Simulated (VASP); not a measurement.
Set up this calculation in VASP 6.6.1, as the native input.

| Quantity | Value |
| --- | --- |
| Task | single point |
| Functional | PBE |
| Potentials or basis | VASP PAW PBE potentials, release 64 (Sn_d, O) |
| Cutoff | 520 eV |
| k mesh | 10 × 10 × 10 |
| Occupations | fermi-dirac, width 0.0612256 eV |
| Spin | no spin polarisation |
| Dipole correction | no |
| Further INCAR settings | ALGO = Normal; EDIFF = 1e-06; NBANDS = 71 |

The structure of Sn2O5 (cubic X2O5 type) lies in POSCAR:

```
Sn2O5
1.0
    5.3904183032      0.0000000000      0.0000000000
    0.0000000000      5.3904183032      0.0000000000
    0.0000000000      0.0000000000      5.3904183032
Sn O
4 10
Direct
    0.0000000000      0.0000000000      0.0000000000
    0.5000000000      0.5000000000      0.0000000000
    0.5000000000      0.0000000000      0.5000000000
    0.0000000000      0.5000000000      0.5000000000
    0.5000000000      0.0000000000      0.0000000000
    0.0000000000      0.5000000000      0.0000000000
    0.0000000000      0.0000000000      0.5000000000
    0.5000000000      0.5000000000      0.5000000000
    0.7500000000      0.7500000000      0.2500000000
    0.7500000000      0.2500000000      0.7500000000
    0.2500000000      0.7500000000      0.7500000000
    0.7500000000      0.2500000000      0.2500000000
    0.2500000000      0.7500000000      0.2500000000
    0.2500000000      0.2500000000      0.7500000000
```

These files were run (other wordings do the same):

INCAR

```
SYSTEM = Sn2O5
PREC = Accurate
ENCUT = 520
EDIFF = 1E-6
ISMEAR = -1
SIGMA = 0.06122561905347299
LREAL = .FALSE.
LASPH = .TRUE.
NELM = 60
ALGO = Normal
ISIF = 2
LWAVE = .FALSE.
LCHARG = .FALSE.
GGA = PE
NBANDS = 71
```

KPOINTS

```
Automatic mesh
0
G
  10 10 10
  0 0 0
```

Potentials or basis: VASP PAW PBE potentials, release 64 (Sn_d, O).

Launch:

```sh
$ cat potpaw_PBE.64/Sn_d/POTCAR potpaw_PBE.64/O/POTCAR > POTCAR
$ mpirun -np 1 vasp_std > vasp.out
```

Results of the run:

```json
{
  "Pressure": "-2.6 GPa",
  "Band gap on the k mesh": "zero (bands 58 and 59 overlap by 0.25 eV)"
}
```

Caveat: semilocal functionals underestimate gaps, so a narrow gap can read as zero; spin-orbit coupling is left out, which moves the levels of the heavy elements.

Run time: 10 min on 1 thread of Oxide Virtual Turin-like Processor, with other jobs on the host, peak memory 0.48 GiB.
